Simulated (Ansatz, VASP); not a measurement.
InSe in VASP and in Ansatz

Contents of INCAR:

```
SYSTEM = InSe
ALGO = Normal
EDIFF = 1E-8
ENCUT = 520
GGA = PE
ISIF = 2
ISMEAR = -1
LASPH = .TRUE.
LCHARG = .FALSE.
LEFG = .TRUE.
LREAL = .FALSE.
LWAVE = .FALSE.
NBANDS = 27
NELM = 100
PREC = Accurate
SIGMA = 0.01
```

Contents of KPOINTS:

```
k-points
0
G
  7 7 7
  0 0 0
```

POSCAR

```
InSe
1.0
    2.0132450671      1.1623475815      8.3717488899
   -2.0132450671      1.1623475815      8.3717488899
    0.0000000000     -2.3246951629      8.3717488899
In Se
2 2
Direct
    0.0000000000      0.0000000000      0.0000000000
    0.1122000000      0.1122000000      0.1122000000
    0.6155000000      0.6155000000      0.6155000000
    0.8300000000      0.8300000000      0.8300000000
```

Input for Ansatz:

```yaml
crystal:
  lattice:
    - [2.0132450671, 1.1623475815, 8.3717488899]
    - [-2.0132450671, 1.1623475815, 8.3717488899]
    - [0.0, -2.3246951629, 8.3717488899]
  atoms:
    - { symbol: In, position: [0.0, 0.0, 0.0] }
    - { symbol: In, position: [0.1122, 0.1122, 0.1122] }
    - { symbol: Se, position: [0.6155, 0.6155, 0.6155] }
    - { symbol: Se, position: [0.83, 0.83, 0.83] }
kpoints:
  mp_grid: { grid: [7, 7, 7] }
scf:
  occupations: { method: fermi_dirac, width: 0.01 }
hamiltonian:
  xc: pbe
  pseudopotentials: { kind: all_electron, datasets: crystal }
output:
  forces: true
  stress: true
  eigenvalues: true
  efg: { contact_densities: true }
```

Change from the starting cell: volume scaled by 1.02, crystal datasets.

Alike in both runs: task electric field gradients; functional PBE; k mesh 7 × 7 × 7; occupations fermi-dirac, width 0.01 eV; no spin polarisation.

|  | VASP | Ansatz |
| --- | --- | --- |
| version | VASP 6.6.1 | Ansatz 0.2.0 |
| potentials or method | VASP PAW PBE potentials, release 64 (In_d, Se), cutoff 520 eV | all-electron PAW with datasets made for the crystal, scalar-relativistic |

|  | VASP | Ansatz | Ansatz less VASP |
| --- | --- | --- | --- |
| gap on the k mesh at the Fermi level (eV) | 0.69 | 0.70 | +0.012 |
| pressure (GPa) | 1.8 | 1.8 | -0.03 |
| traceless stress, the component that is largest in VASP (GPa) | -0.42 | -0.42 | +0.003 |
| rms of the force components (eV/Å) | 0.064 | 0.057 | -0.0065 |
| size of Vzz on the site where it differs most (V/Å²) | 61.4 | 64.3 | +2.85 |

Atom by atom the forces differ by 0.008 eV/Å (rms over components). Ansatz ran all-electron here, and VASP with PAW potentials.
